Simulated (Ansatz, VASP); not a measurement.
## ZnS in VASP and in Ansatz

The input POSCAR:

```
ZnS
1.0
    3.8109987816      0.0000000000      0.0142912454
   -1.9054993908      3.3004217586     -0.0071456227
    0.0233775000      0.0000000000      6.2340000000
Zn S
2 2
Direct
    0.3333333333      0.6666666667      0.0000000000
    0.6666666667      0.3333333333      0.5000000000
    0.3333333333      0.6666666667      0.3850000000
    0.6666666667      0.3333333333      0.8850000000
```

The input INCAR.step1:

```
PREC = Accurate
ENCUT = 520
ISMEAR = 0
SIGMA = 0.05
LREAL = F
LASPH = T
NELM = 100
NBANDS = 26
GGA = PE
ALGO = Normal
EDIFF = 1E-4
LWAVE = T
LCHARG = F
```

File INCAR.step2:

```
PREC = Accurate
ENCUT = 520
EDIFF = 1E-7
ISMEAR = 0
SIGMA = 0.05
LREAL = F
LASPH = T
NELM = 100
ALGO = Normal
ISIF = 2
LWAVE = F
LCHARG = T
METAGGA = R2SCAN
LMIXTAU = T
LELF = T
LVHAR = T
NBANDS = 26
ISTART = 1
```

Contents of KPOINTS:

```
regular mesh
0
Gamma
  6 6 4
```

Input for Ansatz:

```yaml
crystal:
  lattice:
    - [3.8109987816, 0.0, 0.0142912454]
    - [-1.9054993908, 3.3004217586, -0.0071456227]
    - [0.0233775, 0.0, 6.234]
  atoms:
    - { symbol: Zn, position: [0.3333333333, 0.6666666667, 0.0] }
    - { symbol: Zn, position: [0.6666666667, 0.3333333333, 0.5] }
    - { symbol: S, position: [0.3333333333, 0.6666666667, 0.385] }
    - { symbol: S, position: [0.6666666667, 0.3333333333, 0.885] }
basis:
  ecutwfc: 500
kpoints:
  mp_grid: { grid: [6, 6, 4] }
hamiltonian:
  xc: r2scan
scf:
  occupations: { method: gaussian, width: 0.05 }
output:
  forces: true
  stress: true
  eigenvalues: true
  write_density: true
  write_potential: true
  elf: true
  volumetric_format: npy
```

Change from the starting cell: strain +0.0075 x Voigt [0, 0, 0, 0, 1, 0], atoms carried along.

Alike in both runs: task single point; functional r2SCAN; k mesh 6 × 6 × 4; occupations gaussian, width 0.05 eV; no spin polarisation.

|  | VASP | Ansatz |
| --- | --- | --- |
| version | VASP 6.6.1 | Ansatz 0.2.0 |
| potentials or method | VASP PAW PBE potentials, release 64 (Zn, S), cutoff 520 eV | scalar-relativistic, plane waves, PAW |
| valence electrons in the cell | 36 | 36 |

|  | VASP | Ansatz | Ansatz less VASP |
| --- | --- | --- | --- |
| gap on the k mesh at the Fermi level (eV) | 2.82 | 2.81 | -0.009 |
| least direct gap on the mesh (eV) | 2.82 | 2.81 | -0.009 |
| pressure (GPa) | 0.2 | 0.1 | -0.06 |
| traceless stress, the component that is largest in VASP (GPa) | -1.30 | -1.29 | +0.010 |
| rms of the force components (eV/Å) | 0.185 | 0.184 | -0.0007 |

VASP's potentials were made for PBE, not for r2SCAN. Atom by atom the forces differ by 0.001 eV/Å (rms over components).
